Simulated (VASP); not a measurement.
# Bi (Im-3m) in VASP: further runs, part 2 of 2

VASP 6.6.1. The steps go on from the part before.

## 4. Relaxation of cell and atoms, r2SCAN, target pressure 40.8 GPa, at which the enthalpy is minimised

POSCAR

```
Bi
1.0
   -1.7712650195      1.7712650195      1.7712650195
    1.7712650195     -1.7712650195      1.7712650195
    1.7712650195      1.7712650195     -1.7712650195
Bi
1
Direct
    0.0000000000      0.0000000000      0.0000000000
```

INCAR.step1

```
SYSTEM = Bi
ALGO     = Normal         ! electronic algorithm
EDIFF    = 1E-4           ! SCF threshold, eV
ENCUT    = 600            ! plane-wave cutoff, eV
GGA      = PE             ! functional
ISMEAR   = 0              ! smearing method
LASPH    = .True.         ! aspherical terms in the spheres
LCHARG   = .False.        ! write CHGCAR
LREAL    = .False.        ! projectors in reciprocal space
LWAVE    = .True.         ! write WAVECAR
NELM     = 80             ! most SCF steps
PREC     = Accurate       ! precision mode
SIGMA    = 0.1            ! smearing width, eV
```

INCAR.step2

```
SYSTEM = Bi
ALGO     = Normal         ! electronic algorithm
EDIFF    = 1E-7           ! SCF threshold, eV
EDIFFG   = -0.05          ! ionic threshold
ENCUT    = 600            ! plane-wave cutoff, eV
IBRION   = 2              ! ionic algorithm
ISIF     = 3              ! what is computed and relaxed
ISMEAR   = 0              ! smearing method
ISTART   = 1            
LASPH    = .True.         ! aspherical terms in the spheres
LCHARG   = .False.        ! write CHGCAR
LMIXTAU  = .True.       
LREAL    = .False.        ! projectors in reciprocal space
LWAVE    = .False.        ! write WAVECAR
METAGGA  = R2SCAN         ! meta-GGA
NELM     = 80             ! most SCF steps
NSW      = 80             ! ionic steps
PREC     = Accurate       ! precision mode
PSTRESS  = 408.0        
SIGMA    = 0.1            ! smearing width, eV
```

KPOINTS

```
k-points
0
Gamma
  8 8 8
  0 0 0
```

Potentials or basis: VASP PAW PBE potentials, release 64 (Bi_d).

The run is started by

```bash
> cat potpaw_PBE.64/Bi_d/POTCAR > POTCAR
> cp INCAR.step1 INCAR
> mpirun -np 1 vasp_std > vasp.out
> cp INCAR.step2 INCAR
> mpirun -np 1 vasp_std > vasp.out
```

OUTCAR:

```text
SYSTEM = Bi
   EDIFF = 1E-7
   EDIFFG = -0.05
   ENCUT = 600
   IBRION = 2
   ISIF = 3
   ISMEAR = 0
   ISTART = 1
   LASPH = .True.
   LREAL = .False.
   METAGGA = R2SCAN
   NELM = 80
   NSW = 80
   PREC = Accurate
   PSTRESS = 408.0

 ion  position               nearest neighbor table
   1  0.000  0.000  0.000-

  LATTYP: Found a body centered cubic cell.
 ALAT       =     3.5425300390

  Lattice vectors:

 A1 = (  -1.7712650195,   1.7712650195,   1.7712650195)
 A2 = (   1.7712650195,  -1.7712650195,   1.7712650195)
 A3 = (   1.7712650195,   1.7712650195,  -1.7712650195)

Analysis of symmetry for initial positions (statically):
=====================================================================
 Subroutine PRICEL returns:
 Original cell was already a primitive cell.

 Routine SETGRP: Setting up the symmetry group for a
 body centered cubic supercell.

 Subroutine GETGRP returns: Found 48 space group operations
 (whereof 48 operations were pure point group operations)
 out of a pool of 48 trial point group operations.

The static configuration has the point symmetry O_h .

Analysis of symmetry for dynamics (positions and initial velocities):
=====================================================================
 Subroutine PRICEL returns:
 Original cell was already a primitive cell.

 Routine SETGRP: Setting up the symmetry group for a
 body centered cubic supercell.

 Subroutine GETGRP returns: Found 48 space group operations
 (whereof 48 operations were pure point group operations)
 out of a pool of 48 trial point group operations.

The dynamic configuration has the point symmetry O_h .

 Subroutine INISYM returns: Found 48 space group operations
 (whereof 48 operations are pure point group operations),
 and found     1 'primitive' translations

----------------------------------------------------------------------------------------

                                     Primitive cell

  volume of cell :      22.2285
[... 116 lines left out ...]
   LEPSILON=     F    determine dielectric tensor
   LRPA    =     F    only Hartree local field effects (RPA)
 conjugate gradient relaxation of ions
 non-spin polarized calculation
 Gauss-broadening in eV      SIGMA  =   0.10
  energy-cutoff  :      600.00
  volume of cell :       22.23
 maximum number of plane-waves:       767
 NGX is ok and might be reduce to    28
   NGX = 13   NGY = 13   NGZ = 13

 number of electron      15.0000004 magnetization

 Free energy of the ion-electron system (eV)
  ---------------------------------------------------
  ext. energy  EPLUGINS =         0.00000000
  ---------------------------------------------------
  free energy    TOTEN  =       -57.40375559 eV

  energy without entropy =      -57.40035081  energy(sigma->0) =      -57.40205320

 E-fermi :  12.7597     XC(G=0): -13.0122

 val. band max:       12.7202636527   @ k =  -0.2500   0.2500   0.1250
 cond. band min:      12.9133404056   @ k =  -0.2500   0.2500   0.2500
 fundamental gap:      0.1930767529
 Fermi energy:        12.7596521816

 k-point     1 :       0.0000    0.0000    0.0000
  band No.  band energies     occupation
      1     -11.4955      2.00000
      2     -11.4955      2.00000
      3     -11.4955      2.00000
      4     -11.0974      2.00000
      5     -11.0974      2.00000
      6      -4.3793      2.00000
      7      21.2256      0.00000
      8      21.2256      0.00000
      9      21.2256      0.00000
     10      23.8447      0.00000
     11      23.8447      0.00000
[... 309 lines left out ...]
 k-point    24 :      -0.3750    0.3750    0.2500
  band No.  band energies     occupation
      1     -11.4243      2.00000
      2     -11.3110      2.00000
      3     -11.2718      2.00000
      4     -11.1471      2.00000
      5     -10.9825      2.00000
      6       1.1019      2.00000
      7       9.3184      2.00000
      8      12.4790      1.99993
      9      13.8781      0.00000
     10      18.7428      0.00000
     11      24.1845      0.00000

 [... further k-points ...]

------------------------ aborting loop because EDIFF is reached ----------------------------------------

  FORCE on cell =-STRESS in cart. coord.  units (eV):
  Direction    XX          YY          ZZ          XY          YZ          ZX
  --------------------------------------------------------------------------------------
  -------------------------------------------------------------------------------------
  Total        5.6842226      5.6842226      5.6842226     -0.0000000     -0.0000000     -0.0000000
  in kB      409.7047824    409.7047824    409.7047824     -0.0000000     -0.0000000     -0.0000000
  external PRESSURE =       1.7047824 kB  Pullay stress =     408.0000000 kB

 VOLUME and BASIS-vectors are now :
 -----------------------------------------------------------------------------
  energy-cutoff  :      600.00
  volume of cell :       22.23
      direct lattice vectors                 reciprocal lattice vectors
    -1.771265019  1.771265019  1.771265019     0.000000000  0.282284127  0.282284127
     1.771265019 -1.771265019  1.771265019     0.282284127  0.000000000  0.282284127
     1.771265019  1.771265019 -1.771265019     0.282284127  0.282284127  0.000000000

 POSITION                                       TOTAL-FORCE (eV/Angst)
 -----------------------------------------------------------------------------------
      0.00000      0.00000      0.00000         0.000000      0.000000      0.000000
 -----------------------------------------------------------------------------------
    total drift:                               -0.000000     -0.000000     -0.000000

  FREE ENERGIE OF THE ION-ELECTRON SYSTEM (eV)
  ---------------------------------------------------
  free  energy   TOTEN  =       -57.4037555863 eV

  energy  without entropy=      -57.4003508063  energy(sigma->0) =      -57.40205320

  enthalpy is  TOTEN    =       -51.7431850086 eV   P V=        5.6605705777

 reached required accuracy - stopping structural energy minimisation
```

OUTCAR.step1:

```text
SYSTEM = Bi
   EDIFF = 1E-4
   ENCUT = 600
   GGA = PE
   ISMEAR = 0
   LASPH = .True.
[... 554 lines left out ...]
 -----------------------------------------------------------------------------------
      0.00000      0.00000      0.00000        -0.000000     -0.000000     -0.000000
 -----------------------------------------------------------------------------------
    total drift:                               -0.000000     -0.000000     -0.000000

  FREE ENERGIE OF THE ION-ELECTRON SYSTEM (eV)
  ---------------------------------------------------
  free  energy   TOTEN  =        -2.8523176069 eV

  energy  without entropy=       -2.8475984795  energy(sigma->0) =       -2.84995804
```

Run time: 22 s. Hardware: 1 thread of Intel Xeon 6975P-C (Granite Rapids), shared host; peak memory 0.16 GiB.

What came out:

| Quantity | Value |
| --- | --- |
| Free energy | -57.4038 eV |
| Pressure after relaxing | 41.0 GPa |
| Band gap on the k mesh | zero (an odd number of electrons rules out a gap without spin polarisation) |

Final structure:
```
Bi
1.0
    -1.77127    1.77127    1.77127
     1.77127   -1.77127    1.77127
     1.77127    1.77127   -1.77127
Bi
1
Cartesian
  0.0000 0.0000 0.0000
```

Levels at points of the mesh, in eV from the Fermi level:
| k point | band 4 | band 5 | band 6 | band 7 | band 8 | band 9 | band 10 | band 11 |
| --- | --- | --- | --- | --- | --- | --- | --- | --- |
| (0.00, 0.00, 0.00) | -23.86 | -23.86 | -17.14 | 8.47 | 8.47 | 8.47 | 11.09 | 11.09 |
| (0.50, 0.00, 0.00) | -23.87 | -23.61 | -11.42 | -7.67 | 2.36 | 4.58 | 8.20 | 9.15 |
| (0.50, 0.50, 0.50) | -23.67 | -23.67 | -7.04 | -2.86 | -2.86 | -2.86 | 3.74 | 3.74 |

Caveat: the cell is relaxed towards a set pressure, so the run minimises the enthalpy, not the energy; the PAW data sets were made with another functional, which shifts forces and pressure a little; spin-orbit coupling is left out, which moves the levels of the heavy elements.

## 5. Single point, r2SCAN (27.33 Å³/atom)

This run uses another cell than the first one, of 27.33 Å³/atom.

POSCAR

```
Bi
1.0
   -1.8975895394      1.8975895394      1.8975895394
    1.8975895394     -1.8975895394      1.8975895394
    1.8975895394      1.8975895394     -1.8975895394
Bi
1
Direct
    0.0000000000      0.0000000000      0.0000000000
```

INCAR.step1: that of step 4 with these lines changed.

```diff
@@ -3,3 +3,3 @@
 EDIFF    = 1E-4           ! SCF threshold, eV
-ENCUT    = 600            ! plane-wave cutoff, eV
+ENCUT    = 520            ! plane-wave cutoff, eV
 GGA      = PE             ! functional
@@ -10,2 +10,3 @@
 LWAVE    = .True.         ! write WAVECAR
+NBANDS   = 14             ! bands
 NELM     = 80             ! most SCF steps
```

INCAR.step2

```
SYSTEM = Bi
ALGO     = Normal         ! electronic algorithm
EDIFF    = 1E-6           ! SCF threshold, eV
ENCUT    = 520            ! plane-wave cutoff, eV
ISIF     = 2              ! what is computed and relaxed
ISMEAR   = 0              ! smearing method
ISTART   = 1            
LASPH    = .True.         ! aspherical terms in the spheres
LCHARG   = .False.        ! write CHGCAR
LMIXTAU  = .True.       
LREAL    = .False.        ! projectors in reciprocal space
LWAVE    = .False.        ! write WAVECAR
METAGGA  = R2SCAN         ! meta-GGA
NBANDS   = 14             ! bands
NELM     = 80             ! most SCF steps
PREC     = Accurate       ! precision mode
SIGMA    = 0.1            ! smearing width, eV
```

KPOINTS

```
k-points
0
Gamma
  16 16 16
  0 0 0
```

The run is started by

```bash
> cat potpaw_PBE.64/Bi_d/POTCAR > POTCAR
> cp INCAR.step1 INCAR
> mpirun -np 1 vasp_std > vasp.out
> cp INCAR.step2 INCAR
> mpirun -np 1 vasp_std > vasp.out
```

Run time: 41 s. Hardware: 1 thread of Intel Xeon 6975P-C (Granite Rapids), shared host; peak memory 0.17 GiB.

Results (log left out):

- Free energy: -58.1691 eV
- Pressure: 9.8 GPa
- Band gap on the k mesh: zero (an odd number of electrons rules out a gap without spin polarisation)

Levels at points of the mesh, in eV from the Fermi level:
| k point | band 5 | band 6 | band 7 | band 8 | band 9 | band 10 |
| --- | --- | --- | --- | --- | --- | --- |
| (0.00, 0.00, 0.00) | -23.66 | -15.14 | 6.42 | 6.42 | 6.42 | 11.28 |
| (0.50, 0.00, 0.00) | -23.52 | -11.05 | -6.13 | 1.85 | 4.12 | 7.11 |
| (0.50, 0.50, 0.50) | -23.56 | -8.06 | -2.28 | -2.28 | -2.28 | 3.88 |

Caveat: the cell stands under pressure; the PAW data sets were made with another functional, which shifts forces and pressure a little; spin-orbit coupling is left out, which moves the levels of the heavy elements.

## 6. Single point, r2SCAN (29.20 Å³/atom)

This run uses another cell than the first one, of 29.20 Å³/atom.

POSCAR

```
Bi
1.0
   -1.9397719343      1.9397719343      1.9397719343
    1.9397719343     -1.9397719343      1.9397719343
    1.9397719343      1.9397719343     -1.9397719343
Bi
1
Direct
    0.0000000000      0.0000000000      0.0000000000
```

INCAR.step1

```
  ALGO = Normal
  EDIFF = 1E-4
  ENCUT = 520
  GGA = PE
  ISMEAR = 0
  LASPH = True
  LCHARG = False
  LREAL = False
  LWAVE = True
  NBANDS = 14
  NELM = 100
  PREC = Accurate
  SIGMA = 0.1
```

INCAR.step2

```
  ALGO = Normal
  EDIFF = 1E-7
  ENCUT = 520
  ISIF = 2
  ISMEAR = 0
  ISTART = 1
  LASPH = True
  LCHARG = True
  LELF = True
  LMIXTAU = True
  LREAL = False
  LVHAR = True
  LWAVE = False
  METAGGA = R2SCAN
  NBANDS = 14
  NELM = 100
  PREC = Accurate
  SIGMA = 0.1
```

KPOINTS

```
k-points
0
Gamma
  16 16 16
```

Potentials or basis: VASP PAW PBE potentials, release 64 (Bi_d).

The run is started by

```bash
> cat potpaw_PBE.64/Bi_d/POTCAR > POTCAR
> cp INCAR.step1 INCAR
> mpirun -np 1 vasp_std > vasp.out
> cp INCAR.step2 INCAR
> mpirun -np 1 vasp_std > vasp.out
```

Run time: 2 min. Hardware: 1 thread of Intel Xeon 6975P-C (Granite Rapids), shared host; peak memory 0.2 GiB.

Results (log left out):

```
Free energy            : -58.2480 eV
Pressure               : 4.0 GPa
Band gap on the k mesh : zero (an odd number of electrons rules out a gap without spin polarisation)
```

Levels at points of the mesh, in eV from the Fermi level:
```csv
k point,band 3,band 4,band 5,band 6,band 7,band 8,band 9,band 10,band 11,band 12
"(0.00, 0.00, 0.00)",-23.81,-23.64,-23.64,-14.61,5.84,5.84,5.84,11.02,11.28,11.28
"(0.50, 0.00, 0.00)",-23.65,-23.65,-23.53,-10.96,-5.71,1.70,3.91,6.81,8.17,13.67
"(0.50, 0.50, 0.50)",-23.55,-23.55,-23.55,-8.34,-2.13,-2.13,-2.13,3.94,3.94,16.42
```

Caveat: the cell stands under pressure; the PAW data sets were made with another functional, which shifts forces and pressure a little; spin-orbit coupling is left out, which moves the levels of the heavy elements.

## 7. The runs side by side

```csv
task,cell,k mesh,cutoff (eV),gap on the mesh (eV),pressure (GPa)
single point,"a = 3.068 Å, angles 109.5°, 1 atom",8 × 8 × 8,520,none,40.9
relaxation of cell and atoms,"relaxed to 40.8 GPa from a = 3.068 Å, angles 109.5°, 1 atom",8 × 8 × 8,600,none,41.0
single point,"a = 3.287 Å, angles 109.5°, 1 atom",16 × 16 × 16,520,none,9.8
single point,"a = 3.360 Å, angles 109.5°, 1 atom",16 × 16 × 16,520,none,4.0
```

Alike in all rows: level r2SCAN; potentials or basis VASP PAW PBE potentials, release 64 (Bi_d); no spin polarisation; smearing gaussian 0.1 eV.

Caveats: the PAW data sets were made with another functional, which shifts forces and pressure a little; spin-orbit coupling is left out, which moves the levels of the heavy elements; the cell stands under pressure (at least some runs); the cell is relaxed towards a set pressure, so the run minimises the enthalpy, not the energy (at least some runs).

Absolute energies hang on the potentials; compare differences alone.

The gap in the log of VASP goes by the Fermi energy; the results here count the filled bands.